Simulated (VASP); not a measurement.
Input of a VASP 6.6.1 run:

Contents of INCAR:

```
SYSTEM = HfB
ALGO     = Normal         ! electronic algorithm
EDIFF    = 1E-7           ! SCF threshold, eV
ENCUT    = 520            ! plane-wave cutoff, eV
GGA      = CA             ! functional
ISIF     = 2              ! what is computed and relaxed
ISMEAR   = -1             ! smearing method
LASPH    = .True.         ! aspherical terms in the spheres
LCHARG   = .False.        ! write CHGCAR
LREAL    = .False.        ! projectors in reciprocal space
LWAVE    = .False.        ! write WAVECAR
NBANDS   = 14             ! bands
NELM     = 60             ! most SCF steps
PREC     = Accurate       ! precision mode
SIGMA    = 0.05           ! smearing width, eV
```

Contents of KPOINTS:

```
k-points
0
Gamma
  15 15 15
  0 0 0
```

File POSCAR:

```
HfB
1.0
    0.0000000000      2.3562000000      2.3100000000
    2.3562000000      0.0000000000      2.3100000000
    2.3562000000      2.3562000000      0.0000000000
Hf B
1 1
Direct
    0.5000000000      0.5000000000      0.5000000000
    0.0000000000      0.0000000000      0.0000000000
```

Potentials or basis: VASP PAW LDA potentials, release 64 (Hf_pv, B).

Run with:

```bash
$ cat potpaw_LDA.64/Hf_pv/POTCAR potpaw_LDA.64/B/POTCAR > POTCAR
$ mpirun -np 1 vasp_std > vasp.out
```

**Question.** Estimate the pressure.

**Answer.** 10.3 GPa.

**Question.** Estimate the band gap on the k mesh.

**Answer.** Zero (an odd number of electrons rules out a gap without spin polarisation).

Stress tensor (GPa, compression positive):
```
 7.36  0.00  0.00
 0.00  7.36  0.00
 0.00  0.00 16.21
```

Caveat: the cell differs from its parent crystal (equal xx and yy strain of +2 %); the cell stands under pressure; spin-orbit coupling is left out, which moves the levels of the heavy elements.
